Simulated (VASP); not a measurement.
# Hg (Pm-3m) in VASP: further runs, part 2 of 2

VASP 6.6.1.

## 4. Single point, PBE (volume scaled by 0.96)

Input file INCAR:

```
SYSTEM = Hg
PREC = Accurate ; ENCUT = 520
EDIFF = 1E-6 ; ISMEAR = -1
SIGMA = 0.1 ; LREAL = .False.
LASPH = .True. ; NELM = 100
ALGO = Normal ; ISIF = 2
LWAVE = .False. ; LCHARG = .True.
GGA = PE ; LELF = .True.
LVHAR = .True. ; NBANDS = 12
```

Input file KPOINTS:

```
Automatic mesh
0
Gamma
  11 11 11
  0 0 0
```

Input file POSCAR:

```
Hg
1.0
    3.0525463574      0.0000000000      0.0000000000
    0.0000000000      3.0525463574      0.0000000000
    0.0000000000      0.0000000000      3.0525463574
Hg
1
Direct
    0.0000000000      0.0000000000      0.0000000000
```

Potentials or basis: VASP PAW PBE potentials, release 64 (Hg).

Launch:

```
cat potpaw_PBE.64/Hg/POTCAR > POTCAR
mpirun -np 1 vasp_std > vasp.out
```

OUTCAR:

```text
SYSTEM = Hg
   PREC = Accurate
   ENCUT = 520
   EDIFF = 1E-6
   ISMEAR = -1
   LREAL = .False.
   LASPH = .True.
   NELM = 100
   ISIF = 2
   GGA = PE

 ion  position               nearest neighbor table
   1  0.000  0.000  0.000-

  LATTYP: Found a simple cubic cell.
 ALAT       =     3.0525463574

  Lattice vectors:

 A1 = (   3.0525463574,   0.0000000000,   0.0000000000)
 A2 = (   0.0000000000,   3.0525463574,   0.0000000000)
 A3 = (   0.0000000000,   0.0000000000,   3.0525463574)

Analysis of symmetry for initial positions (statically):
=====================================================================
 Subroutine PRICEL returns:
 Original cell was already a primitive cell.

 Routine SETGRP: Setting up the symmetry group for a
 simple cubic supercell.

 Subroutine GETGRP returns: Found 48 space group operations
 (whereof 48 operations were pure point group operations)
 out of a pool of 48 trial point group operations.

The static configuration has the point symmetry O_h .

Analysis of symmetry for dynamics (positions and initial velocities):
=====================================================================
 Subroutine PRICEL returns:
 Original cell was already a primitive cell.

 Routine SETGRP: Setting up the symmetry group for a
 simple cubic supercell.

 Subroutine GETGRP returns: Found 48 space group operations
 (whereof 48 operations were pure point group operations)
 out of a pool of 48 trial point group operations.

The dynamic configuration has the point symmetry O_h .

 Subroutine INISYM returns: Found 48 space group operations
 (whereof 48 operations are pure point group operations),
 and found     1 'primitive' translations

----------------------------------------------------------------------------------------

                                     Primitive cell

  volume of cell :      28.4437

[... 102 lines left out ...]
   EFERMI_NEDOS =   21; number of points for ismear=-14 and -15
   IALGO  =     38    algorithm
   IMIX   =      4    mixing-type and parameters
     AMIX     =   0.40;   BMIX     =  1.00
     AMIX_MAG =   1.60;   BMIX_MAG =  1.00
  volume/ion in A,a.u.               =      28.44       191.95
  Fermi-wavevector in a.u.,A,eV,Ry     =   1.227834  2.320270 20.511820  1.507576
  Thomas-Fermi vector in A             =   2.362782
   LORBIT       =      0    0 simple, 1 ext, 2 COOP (PROOUT), +10 PAW based schemes
   GGA     = PE    functional components
[... 5 lines left out ...]
 non-spin polarized calculation
  energy-cutoff  :      520.00
  volume of cell :       28.44
 maximum number of plane-waves:       784
 NGX is ok and might be reduce to    24
   NGX = 11   NGY = 11   NGZ = 11

 number of electron      12.0000004 magnetization

 Free energy of the ion-electron system (eV)
  ---------------------------------------------------
  ext. energy  EPLUGINS =         0.00000000
  ---------------------------------------------------
  free energy    TOTEN  =        -0.16354992 eV

  energy without entropy =       -0.15273206  energy(sigma->0) =       -0.15814099

 E-fermi :   1.4805     XC(G=0):  -9.7638

 val. band max:        1.4690286541   @ k =   0.4545   0.1818   0.0909
 cond. band min:       1.5885746839   @ k =   0.4545   0.4545   0.1818
 fundamental gap:      0.1195460298
 Fermi energy:         1.4804743568

 k-point     1 :       0.0000    0.0000    0.0000
  band No.  band energies     occupation
      1      -6.4364      2.00000
      2      -6.2267      2.00000
      3      -6.2267      2.00000
      4      -4.3409      2.00000
      5      -4.3409      2.00000
      6      -4.3409      2.00000
      7      11.3194      0.00000
      8      11.3194      0.00000
      9      11.3194      0.00000
     10      14.5899      0.00000
     11      16.4153      0.00000
     12      16.4153      0.00000
[... 331 lines left out ...]
 k-point    24 :       0.2727    0.0909    0.0909
  band No.  band energies     occupation
      1      -6.0030      2.00000
      2      -5.8523      2.00000
      3      -4.8918      2.00000
      4      -4.7423      2.00000
      5      -4.4168      2.00000
      6      -4.2719      2.00000
      7       5.2338      0.00000
      8      11.3012      0.00000
      9      11.6773      0.00000
     10      17.0891      0.00000
     11      17.6625      0.00000
     12      20.1743      0.00000

 [... further k-points ...]
[... 5 lines left out ...]
  --------------------------------------------------------------------------------------
  -------------------------------------------------------------------------------------
  Total        0.1718257      0.1718257      0.1718257     -0.0000000      0.0000000     -0.0000000
  in kB        9.6785875      9.6785875      9.6785875     -0.0000000      0.0000000     -0.0000000
  external PRESSURE =       9.6785875 kB  Pullay stress =       0.0000000 kB

 VOLUME and BASIS-vectors are now :
 -----------------------------------------------------------------------------
  energy-cutoff  :      520.00
  volume of cell :       28.44
      direct lattice vectors                 reciprocal lattice vectors
     3.052546357  0.000000000  0.000000000     0.327595353  0.000000000  0.000000000
     0.000000000  3.052546357  0.000000000     0.000000000  0.327595353  0.000000000
     0.000000000  0.000000000  3.052546357     0.000000000  0.000000000  0.327595353

 POSITION                                       TOTAL-FORCE (eV/Angst)
 -----------------------------------------------------------------------------------
      0.00000      0.00000      0.00000         0.000000      0.000000      0.000000
 -----------------------------------------------------------------------------------
    total drift:                                0.000000      0.000000      0.000000

  FREE ENERGIE OF THE ION-ELECTRON SYSTEM (eV)
  ---------------------------------------------------
  free  energy   TOTEN  =        -0.1635499179 eV

  energy  without entropy=       -0.1527320583  energy(sigma->0) =       -0.15814099
```

OSZICAR:

```text
N       E                     dE             d eps       ncg     rms          rms(c)
DAV:   1     0.756429579630E+02    0.75643E+02   -0.63294E+03  1376   0.930E+02
DAV:   2     0.127112204862E+01   -0.74372E+02   -0.69720E+02  1500   0.226E+02
DAV:   3    -0.193392449179E+00   -0.14645E+01   -0.14636E+01  1576   0.352E+01
DAV:   4    -0.195160239985E+00   -0.17678E-02   -0.17678E-02  1496   0.133E+00
DAV:   5    -0.195163401164E+00   -0.31612E-05   -0.31612E-05  1548   0.516E-02    0.276E+00
DAV:   6    -0.165671847647E+00    0.29492E-01   -0.75300E-02  1572   0.302E+00    0.215E+00
DAV:   7    -0.163521626471E+00    0.21502E-02   -0.96336E-03  1564   0.921E-01    0.102E+00
DAV:   8    -0.163514769548E+00    0.68569E-05   -0.98871E-04  1408   0.380E-01    0.372E-02
DAV:   9    -0.163541069907E+00   -0.26300E-04   -0.13610E-05  1508   0.329E-02    0.126E-02
DAV:  10    -0.163549976528E+00   -0.89066E-05   -0.96762E-06  1368   0.294E-02    0.126E-03
DAV:  11    -0.163549917935E+00    0.58593E-07   -0.13081E-07  1068   0.261E-03
   1 F= -.16354992E+00 E0= -.15814099E+00  d E =-.108179E-01
```

Wall time 4.2 s (1 thread of Intel Xeon 6975P-C (Granite Rapids), shared host); peak memory 0.14 GiB.

Results:

- Free energy: -0.1635 eV
- Pressure: 1.0 GPa
- Band gap on the k mesh: zero (band 6 reaches 4.24 eV, above the bottom of band 7 at 0.59 eV)

Caveat: spin-orbit coupling is left out, which moves the levels of the heavy elements.

## 5. The runs side by side

| cell | gap on the mesh (eV) | pressure (GPa) |
| --- | --- | --- |
| a = 2.965 Å, 1 atom | none | 3.9 |
| a = 3.010 Å, 1 atom | none | 2.1 |
| a = 3.053 Å, 1 atom | none | 1.0 |

Alike in all rows: task single point; level PBE; potentials or basis VASP PAW PBE potentials, release 64 (Hg); no spin polarisation; k mesh 11 × 11 × 11; cutoff (eV) 520; smearing fermi-dirac 0.1 eV.

Caveats: spin-orbit coupling is left out, which moves the levels of the heavy elements.

Absolute energies hang on the potentials; compare differences alone.
